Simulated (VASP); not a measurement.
Here is a VASP 6.6.1 calculation.

The input INCAR:

```
PREC = Accurate
ENCUT = 520
EDIFF = 1E-7
ISMEAR = 0
SIGMA = 0.05
LREAL = False
LASPH = True
NELM = 80
ALGO = Normal
ISIF = 2
LWAVE = False
LCHARG = False
GGA = PS
NBANDS = 11
```

The input KPOINTS:

```
Automatic mesh
0
Gamma
  8 8 8
```

Contents of POSCAR:

```
MgS
1.0
    0.0000000000      2.6016500000      2.6016500000
    2.6016500000      0.0000000000      2.6016500000
    2.6016500000      2.6016500000      0.0000000000
Mg S
1 1
Direct
   -0.0339739579      0.0000000000      0.0000000000
    0.5000000000      0.5000000000      0.5000000000
```

Potentials or basis: VASP PAW PBE potentials, release 64 (Mg, S).

The run is started by

```console
$ cat potpaw_PBE.64/Mg/POTCAR potpaw_PBE.64/S/POTCAR > POTCAR
$ mpirun -np 1 vasp_std > vasp.out
```

Q: What does it give for the largest force?

A: 0.358 eV/Å.

Q: Estimate the pressure.

A: -0.6 GPa.

Stress tensor (GPa, compression positive):
```
-1.26  0.00  0.00
 0.00 -0.30 -0.12
 0.00 -0.12 -0.30
```

Caveat: the cell differs from its parent crystal (all Mg atoms moved +0.125 Å, as atom 1 towards its neighbour atom 1 (Mg) at 3.679 Å); the PAW data sets were made with another functional, which shifts forces and pressure a little.
